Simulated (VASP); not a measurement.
Runs of VASP 6.6.1 on ZnCu2SnS4. The structure is that of space group I-4 (No. 82), or close to it. The cells are those of the table. 

| level | cell | gap on the mesh (eV) | pressure (GPa) | largest force (eV/Å) |
| --- | --- | --- | --- | --- |
| PBEsol | a = 6.512 Å, angles 131.8, 131.8, 70.6°, 8 atoms | (c) | 3.7 | 0.88 |
| PBEsol | a = 6.692 Å, angles 131.8, 131.8, 70.6°, 8 atoms | 0.18 | (a) | 0.55 |
| PBEsol | a = 6.735 Å, angles 131.8, 131.8, 70.6°, 8 atoms | - | (b) | 0.49 |
| PBE | a = 6.648 Å, angles 131.8, 131.8, 70.6°, 8 atoms | 0.32 | 2.1 | 0.58 |
| PBEsol | a = 6.778 Å, angles 131.8, 131.8, 70.6°, 8 atoms | - | -5.2 | 0.43 |

Alike in all rows: task single point; potentials or basis VASP PAW PBE potentials, release 64 (Sn_d, Zn, Cu, S); no spin polarisation; k mesh 7 × 7 × 7; cutoff (eV) 520; smearing fermi-dirac 0.05 eV.

Question: Fill in the values left out.

Answer: (a) -2.9; (b) -4.1; (c) 0.50.

Caveats: spin-orbit coupling is left out, which moves the levels of the heavy elements; the PAW data sets were made with another functional, which shifts forces and pressure a little (at least some runs); the cell stands under tension (at least some runs); the cell stands under pressure (at least some runs).

A k mesh can miss the band edges, and the runs leave out spin-orbit coupling on Sn.
